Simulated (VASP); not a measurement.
# B (Pm-3m) in VASP: a series of runs

Runs on B. Level: LDA. Tasks: single point.

Everything below comes from runs of VASP 6.6.1. Logs are shortened: lines on timing, memory, paths and dates and some standing lists are left out, and cuts for length are marked.

### Step 1. The cell of the first run

The structure is cubic, space group Pm-3m (No. 221). The conventional cell has a = 1.935 Å, b = 1.935 Å, c = 1.935 Å, α = 90.00°, β = 90.00°, γ = 90.00°. B (site symmetry m-3m) has 6 B at 1.94 Å within 2.6 Å.

### Step 2. Single point, LDA (volume scaled by 1.12)

INCAR reads:

```
SYSTEM = B
ALGO = Normal
EDIFF = 1E-6
ENCUT = 520
ISIF = 2
ISMEAR = -1
LASPH = .True.
LCHARG = .False.
LREAL = .False.
LWAVE = .False.
NBANDS = 8
NELM = 80
PREC = Accurate
SIGMA = 0.1
```

KPOINTS reads:

```
k-points
0
Gamma
  19 19 19
  0 0 0
```

POSCAR reads:

```
B
1.0
    1.9352628139      0.0000000000      0.0000000000
    0.0000000000      1.9352628139      0.0000000000
    0.0000000000      0.0000000000      1.9352628139
B
1
Direct
    0.0000000000      0.0000000000      0.0000000000
```

Potentials or basis: VASP PAW LDA potentials, release 64 (B).

Run with:

```
cat potpaw_LDA.64/B/POTCAR > POTCAR
mpirun -np 1 vasp_std > vasp.out
```

OUTCAR:

```text
SYSTEM = B
   EDIFF = 1E-6
   ENCUT = 520
   ISIF = 2
   ISMEAR = -1
   LASPH = .True.
   LREAL = .False.
   NELM = 80
   PREC = Accurate

 ion  position               nearest neighbor table
   1  0.000  0.000  0.000-

  LATTYP: Found a simple cubic cell.
 ALAT       =     1.9352628139

  Lattice vectors:

 A1 = (   1.9352628139,   0.0000000000,   0.0000000000)
 A2 = (   0.0000000000,   1.9352628139,   0.0000000000)
 A3 = (   0.0000000000,   0.0000000000,   1.9352628139)

Analysis of symmetry for initial positions (statically):
=====================================================================
 Subroutine PRICEL returns:
 Original cell was already a primitive cell.

 Routine SETGRP: Setting up the symmetry group for a
 simple cubic supercell.

 Subroutine GETGRP returns: Found 48 space group operations
 (whereof 48 operations were pure point group operations)
 out of a pool of 48 trial point group operations.

The static configuration has the point symmetry O_h .

Analysis of symmetry for dynamics (positions and initial velocities):
=====================================================================
 Subroutine PRICEL returns:
 Original cell was already a primitive cell.

 Routine SETGRP: Setting up the symmetry group for a
 simple cubic supercell.

 Subroutine GETGRP returns: Found 48 space group operations
 (whereof 48 operations were pure point group operations)
 out of a pool of 48 trial point group operations.

The dynamic configuration has the point symmetry O_h .

 Subroutine INISYM returns: Found 48 space group operations
 (whereof 48 operations are pure point group operations),
 and found     1 'primitive' translations

----------------------------------------------------------------------------------------

                                     Primitive cell

  volume of cell :       7.2480

  direct lattice vectors                    reciprocal lattice vectors
     1.935262814  0.000000000  0.000000000     0.516725683  0.000000000  0.000000000
     0.000000000  1.935262814  0.000000000     0.000000000  0.516725683  0.000000000
     0.000000000  0.000000000  1.935262814     0.000000000  0.000000000  0.516725683

  length of vectors
     1.935262814  1.935262814  1.935262814     0.516725683  0.516725683  0.516725683

  position of ions in fractional coordinates (direct lattice)
     0.000000000  0.000000000  0.000000000

  ion indices of the primitive-cell ions
   primitive index   ion index
                 1           1

----------------------------------------------------------------------------------------

 KPOINTS: k-points

Automatic generation of k-mesh.
 Grid dimensions read from file:
 generate k-points for:   19   19   19

 Generating k-lattice:

  Cartesian coordinates                     Fractional coordinates (reciprocal lattice)
     0.027196089  0.000000000  0.000000000     0.052631579  0.000000000  0.000000000
     0.000000000  0.027196089  0.000000000     0.000000000  0.052631579  0.000000000
     0.000000000  0.000000000  0.027196089     0.000000000  0.000000000  0.052631579

  Length of vectors
     0.027196089  0.027196089  0.027196089

  Shift w.r.t. Gamma in fractional coordinates (k-lattice)
     0.000000000  0.000000000  0.000000000

 Subroutine IBZKPT returns following result:
 ===========================================

 Found    220 irreducible k-points:

 Following reciprocal coordinates:
            Coordinates               Weight
  0.000000  0.000000  0.000000      1.000000
  0.052632  0.000000  0.000000      6.000000
  0.105263  0.000000  0.000000      6.000000
  0.157895  0.000000  0.000000      6.000000
  0.210526  0.000000  0.000000      6.000000
  0.263158  0.000000  0.000000      6.000000
[... 16 lines left out ...]
  0.263158  0.105263  0.000000     24.000000
  0.315789  0.105263  0.000000     24.000000
 [... further k-points ...]
   k-points           NKPTS =    220   k-points in BZ     NKDIM =    220   number of bands    NBANDS=      8
   number of dos      NEDOS =    301   number of ions     NIONS =      1
   total plane-waves  NPLWV =   2744
   dimension x,y,z NGX =    14 NGY =   14 NGZ =   14
   dimension x,y,z NGXF=    28 NGYF=   28 NGZF=   28
   ions per type =               1
   NGX,Y,Z   is equivalent  to a cutoff of  12.03, 12.03, 12.03 a.u.
   NGXF,Y,Z  is equivalent  to a cutoff of  24.05, 24.05, 24.05 a.u.
 SYSTEM =  B
   PREC   = accura    normal or accurate (medium, high low for compatibility)
   ISTART =      0    job   : 0-new  1-cont  2-samecut
   ICHARG =      2    charge: 1-file 2-atom 10-const
   ISPIN  =      1    spin polarized calculation?
   LNONCOLLINEAR =      F non collinear calculations
   LSORBIT =      F    spin-orbit coupling
   LASPH  =      T    aspherical Exc in radial PAW
   ENCUT  =  520.0 eV  38.22 Ry    6.18 a.u.   3.60  3.60  3.60*2*pi/ulx,y,z
   NELM   =     80;   NELMIN=  2; NELMDL= -5     # of ELM steps
   EDIFF  = 0.1E-05   stopping-criterion for ELM
   LREAL  =      F    real-space projection
   EDIFFG = 0.1E-04   stopping-criterion for IOM
   NSW    =      0    number of steps for IOM
   IBRION =     -1    ionic relax: 0-MD 1-quasi-New 2-CG
   NFREE  =      0    steps in history (QN), initial steepest desc. (CG)
   ISIF   =      2    stress and relaxation
   ISYM   =      2    0-nonsym 1-usesym 2-fastsym
   POTIM  = 0.5000    time-step for ionic-motion
   TEBEG  =    0.0;   TEEND  =   0.0 temperature during run
   PSTRESS=    0.0 pullay stress
   NELECT =       3.0000    total number of electrons
   NUPDOWN=      -1.0000    fix difference up-down
   EMIN   =  10.00;   EMAX   =-10.00  energy-range for DOS
   EFERMI =   0.00;   METHOD = LEGACY
   ISMEAR =    -1;   SIGMA  =   0.10  broadening in eV -4-tet -1-fermi 0-gaus
   EFERMI_NEDOS =   21; number of points for ismear=-14 and -15
   IALGO  =     38    algorithm
   IMIX   =      4    mixing-type and parameters
     AMIX     =   0.40;   BMIX     =  1.00
     AMIX_MAG =   1.60;   BMIX_MAG =  1.00
  volume/ion in A,a.u.               =       7.25        48.91
  Fermi-wavevector in a.u.,A,eV,Ry     =   1.220043  2.305548 20.252354  1.488506
  Thomas-Fermi vector in A             =   2.355275
   LORBIT       =      0    0 simple, 1 ext, 2 COOP (PROOUT), +10 PAW based schemes
   GGA     = CA    functional components
   LHFCALC =     F    Hartree Fock is set to
   AEXX    =    0.0000 exact exchange contribution
   IVDW    =     0    specifies the selected vdW correction
   LEPSILON=     F    determine dielectric tensor
   LRPA    =     F    only Hartree local field effects (RPA)
 non-spin polarized calculation
  energy-cutoff  :      520.00
  volume of cell :        7.25
 maximum number of plane-waves:       203
   NGX =  7   NGY =  7   NGZ =  7

 number of electron       3.0000000 magnetization

 Free energy of the ion-electron system (eV)
  ---------------------------------------------------
  ext. energy  EPLUGINS =         0.00000000
  ---------------------------------------------------
  free energy    TOTEN  =        -6.30765996 eV

  energy without entropy =       -6.29756894  energy(sigma->0) =       -6.30261445

 E-fermi :   6.4158     XC(G=0): -12.0934

 val. band max:        6.4112425809   @ k =   0.3684   0.3158   0.1053
 cond. band min:       6.4258624254   @ k =   0.4211   0.4211   0.2105
 fundamental gap:      0.0146198445
 Fermi energy:         6.4158472072

 k-point     1 :       0.0000    0.0000    0.0000
  band No.  band energies     occupation
      1      -8.5132      2.00000
      2      18.9656      0.00000
      3      18.9656      0.00000
      4      18.9656      0.00000
      5      29.5999      0.00000
      6      29.5999      0.00000
      7      37.4751      0.00000
      8      56.8431      0.00000

 k-point     2 :       0.0526    0.0000    0.0000
  band No.  band energies     occupation
      1      -8.4237      2.00000
      2      18.0934      0.00000
      3      19.0377      0.00000
      4      19.0377      0.00000
      5      29.7037      0.00000
      6      30.5667      0.00000
      7      37.4264      0.00000
      8      56.1590      0.00000

 k-point     3 :       0.1053    0.0000    0.0000
  band No.  band energies     occupation
      1      -8.1553      2.00000
      2      16.0863      0.00000
      3      19.2508      0.00000
      4      19.2508      0.00000
      5      30.0151      0.00000
      6      32.8089      0.00000
      7      37.3202      0.00000
      8      54.3544      0.00000

 k-point     4 :       0.1579    0.0000    0.0000
  band No.  band energies     occupation
      1      -7.7085      2.00000
      2      13.6870      0.00000
      3      19.5949      0.00000
      4      19.5949      0.00000
      5      30.5307      0.00000
      6      35.2152      0.00000
      7      37.4886      0.00000
      8      51.9817      0.00000

 k-point     5 :       0.2105    0.0000    0.0000
  band No.  band energies     occupation
      1      -7.0842      2.00000
      2      11.2198      0.00000
      3      20.0511      0.00000
      4      20.0511      0.00000
      5      31.2442      0.00000
      6      35.9655      0.00000
      7      39.3498      0.00000
      8      49.4863      0.00000
[... 177 lines left out ...]
 k-point    22 :       0.2105    0.1053    0.0000
  band No.  band energies     occupation
      1      -6.7270      2.00000
      2      11.3474      0.00000
      3      17.7551      0.00000
      4      20.3268      0.00000
      5      33.4484      0.00000
      6      35.4464      0.00000
      7      39.7146      0.00000
      8      47.7558      0.00000

 k-point    23 :       0.2632    0.1053    0.0000
  band No.  band energies     occupation
      1      -5.9274      2.00000
      2       9.0154      0.00000
      3      18.3381      0.00000
      4      20.8597      0.00000
      5      34.2226      0.00000
      6      34.6074      0.00000
      7      42.2262      0.00000
      8      45.8352      0.00000

 k-point    24 :       0.3158    0.1053    0.0000
  band No.  band energies     occupation
      1      -4.9549      2.00000
      2       6.7684      0.05721
      3      19.0073      0.00000
      4      21.4288      0.00000
      5      33.4866      0.00000
      6      35.2927      0.00000
      7      43.5234      0.00000
      8      44.8872      0.00000

 [... further k-points ...]
[... 5 lines left out ...]
  --------------------------------------------------------------------------------------
  -------------------------------------------------------------------------------------
  Total       -1.0267202     -1.0267202     -1.0267202     -0.0000000      0.0000000     -0.0000000
  in kB     -226.9565980   -226.9565980   -226.9565980     -0.0000000      0.0000000     -0.0000000
  external PRESSURE =    -226.9565980 kB  Pullay stress =       0.0000000 kB

 VOLUME and BASIS-vectors are now :
 -----------------------------------------------------------------------------
  energy-cutoff  :      520.00
  volume of cell :        7.25
      direct lattice vectors                 reciprocal lattice vectors
     1.935262814  0.000000000  0.000000000     0.516725683  0.000000000  0.000000000
     0.000000000  1.935262814  0.000000000     0.000000000  0.516725683  0.000000000
     0.000000000  0.000000000  1.935262814     0.000000000  0.000000000  0.516725683

 POSITION                                       TOTAL-FORCE (eV/Angst)
 -----------------------------------------------------------------------------------
      0.00000      0.00000      0.00000         0.000000      0.000000      0.000000
 -----------------------------------------------------------------------------------
    total drift:                               -0.000000      0.000000     -0.000000

  FREE ENERGIE OF THE ION-ELECTRON SYSTEM (eV)
  ---------------------------------------------------
  free  energy   TOTEN  =        -6.3076599621 eV

  energy  without entropy=       -6.2975689369  energy(sigma->0) =       -6.30261445
```

It took 3.7 s on 1 thread of Intel Xeon Platinum 8259CL at 2.50GHz (Skylake/Cascade Lake), shared host; peak memory 0.11 GiB.

Results:

```
Free energy : -6.3077 eV
Pressure    : -22.7 GPa
```

Levels at points of the mesh, in eV from the Fermi level:
| k point | band 1 | band 2 | band 3 | band 4 | band 5 | band 6 |
| --- | --- | --- | --- | --- | --- | --- |
| (0.00, 0.00, 0.00) | -14.93 | 12.55 | 12.55 | 12.55 | 23.18 | 23.18 |

Caveat: the cell differs from its parent crystal (volume scaled by 1.12).

### Step 3. Single point, LDA

This run uses another cell than the first one, of 6.47 Å³/atom, 0.893 times its volume.

INCAR reads:

```
  PREC = Accurate
  ENCUT = 520
  EDIFF = 1E-6
  ISMEAR = -1
  SIGMA = 0.1
  LREAL = False
  LASPH = True
  NELM = 100
  ALGO = Normal
  ISIF = 2
  LWAVE = False
  LCHARG = True
  LELF = True
  LVHAR = True
  NBANDS = 8
```

KPOINTS reads:

```
Automatic mesh
0
Gamma
  27 27 27
```

POSCAR reads:

```
B
1.0
    1.8635195110      0.0000000000      0.0000000000
    0.0000000000      1.8635195110      0.0000000000
    0.0000000000      0.0000000000      1.8635195110
B
1
Direct
    0.0000000000      0.0000000000      0.0000000000
```

Potentials or basis: VASP PAW LDA potentials, release 64 (B).

Run with:

```
cat potpaw_LDA.64/B/POTCAR > POTCAR
mpirun -np 1 vasp_std > vasp.out
```

OUTCAR:

```text
PREC = Accurate
   ENCUT = 520
   EDIFF = 1E-6
   ISMEAR = -1
   LREAL = False
   LASPH = True
   NELM = 100
   ISIF = 2

 ion  position               nearest neighbor table
   1  0.000  0.000  0.000-

  LATTYP: Found a simple cubic cell.
 ALAT       =     1.8635195110

  Lattice vectors:

 A1 = (   1.8635195110,   0.0000000000,   0.0000000000)
 A2 = (   0.0000000000,   1.8635195110,   0.0000000000)
 A3 = (   0.0000000000,   0.0000000000,   1.8635195110)

Analysis of symmetry for initial positions (statically):
=====================================================================
 Subroutine PRICEL returns:
 Original cell was already a primitive cell.

 Routine SETGRP: Setting up the symmetry group for a
 simple cubic supercell.

 Subroutine GETGRP returns: Found 48 space group operations
 (whereof 48 operations were pure point group operations)
 out of a pool of 48 trial point group operations.

The static configuration has the point symmetry O_h .

Analysis of symmetry for dynamics (positions and initial velocities):
[... 152 lines left out ...]
  ---------------------------------------------------
  free energy    TOTEN  =        -6.36317044 eV

  energy without entropy =       -6.35390253  energy(sigma->0) =       -6.35853648

 E-fermi :   7.5245     XC(G=0): -12.5541

 val. band max:        7.5040098011   @ k =   0.3333   0.1481   0.0370
 cond. band min:       7.5432886269   @ k =   0.4815   0.4815   0.2593
 fundamental gap:      0.0392788258
 Fermi energy:         7.5244592716

 k-point     1 :       0.0000    0.0000    0.0000
  band No.  band energies     occupation
      1      -8.4299      2.00000
      2      21.3335      0.00000
      3      21.3335      0.00000
      4      21.3335      0.00000
      5      32.1493      0.00000
      6      32.1493      0.00000
      7      41.5723      0.00000
      8      61.9580      0.00000
[... 243 lines left out ...]
 k-point    24 :       0.3704    0.0370    0.0000
  band No.  band energies     occupation
      1      -3.7434      2.00000
      2       5.4217      2.00000
      3      24.1228      0.00000
      4      24.4908      0.00000
      5      37.7192      0.00000
      6      38.0666      0.00000
      7      46.4678      0.00000
      8      46.9584      0.00000

 [... further k-points ...]
[... 5 lines left out ...]
  --------------------------------------------------------------------------------------
  -------------------------------------------------------------------------------------
  Total        0.0354914      0.0354914      0.0354914     -0.0000000     -0.0000000      0.0000000
  in kB        8.7868214      8.7868214      8.7868214     -0.0000000     -0.0000000      0.0000000
  external PRESSURE =       8.7868214 kB  Pullay stress =       0.0000000 kB

 VOLUME and BASIS-vectors are now :
 -----------------------------------------------------------------------------
  energy-cutoff  :      520.00
  volume of cell :        6.47
      direct lattice vectors                 reciprocal lattice vectors
     1.863519511  0.000000000  0.000000000     0.536619013  0.000000000  0.000000000
     0.000000000  1.863519511  0.000000000     0.000000000  0.536619013  0.000000000
     0.000000000  0.000000000  1.863519511     0.000000000  0.000000000  0.536619013

 POSITION                                       TOTAL-FORCE (eV/Angst)
 -----------------------------------------------------------------------------------
      0.00000      0.00000      0.00000         0.000000      0.000000      0.000000
 -----------------------------------------------------------------------------------
    total drift:                               -0.000000      0.000000     -0.000000

  FREE ENERGIE OF THE ION-ELECTRON SYSTEM (eV)
  ---------------------------------------------------
  free  energy   TOTEN  =        -6.3631704386 eV

  energy  without entropy=       -6.3539025303  energy(sigma->0) =       -6.35853648
```

OSZICAR:

```text
N       E                     dE             d eps       ncg     rms          rms(c)
DAV:   1    -0.431061728253E+01   -0.43106E+01   -0.15168E+03  9968   0.290E+02
DAV:   2    -0.638494703395E+01   -0.20743E+01   -0.19665E+01 11728   0.346E+01
DAV:   3    -0.638755488042E+01   -0.26078E-02   -0.26077E-02 10408   0.132E+00
DAV:   4    -0.638755499128E+01   -0.11086E-06   -0.11112E-06 12896   0.813E-03
DAV:   5    -0.638755499074E+01    0.54240E-09   -0.45957E-11 10168   0.282E-05    0.138E+00
DAV:   6    -0.637073225948E+01    0.16823E-01   -0.55224E-03 10440   0.407E-01    0.836E-01
DAV:   7    -0.636317093464E+01    0.75613E-02   -0.94264E-03 10776   0.532E-01    0.630E-02
DAV:   8    -0.636317093282E+01    0.18212E-08   -0.20813E-05  9752   0.418E-02    0.563E-03
DAV:   9    -0.636317043863E+01    0.49419E-06   -0.88130E-07 10976   0.567E-03
   1 F= -.63631704E+01 E0= -.63585365E+01  d E =-.926791E-02
```

stdout:

```text
POSCAR found type information on POSCAR B
 POSCAR found :  1 types and       1 ions
 scaLAPACK will be used
 LDA part: xc-table for (Slater(with rela. corr.)+CA(PZ))
 , standard interpolation
 POSCAR, INCAR and KPOINTS ok, starting setup
 FFT: planning ... GRIDC
 FFT: planning ... GRID_SOFT
 FFT: planning ... GRID
 WAVECAR not read
 entering main loop
```

It took 8.5 s on 1 thread of Intel Xeon Platinum 8259CL at 2.50GHz (Skylake/Cascade Lake), shared host; peak memory 0.12 GiB.

Results:

| Item | Value |
| --- | --- |
| Free energy | -6.3632 eV |
| Pressure | 0.9 GPa |

Levels at points of the mesh, in eV from the Fermi level:
| k point | band 1 | band 2 | band 3 | band 4 |
| --- | --- | --- | --- | --- |
| (0.00, 0.00, 0.00) | -15.95 | 13.81 | 13.81 | 13.81 |
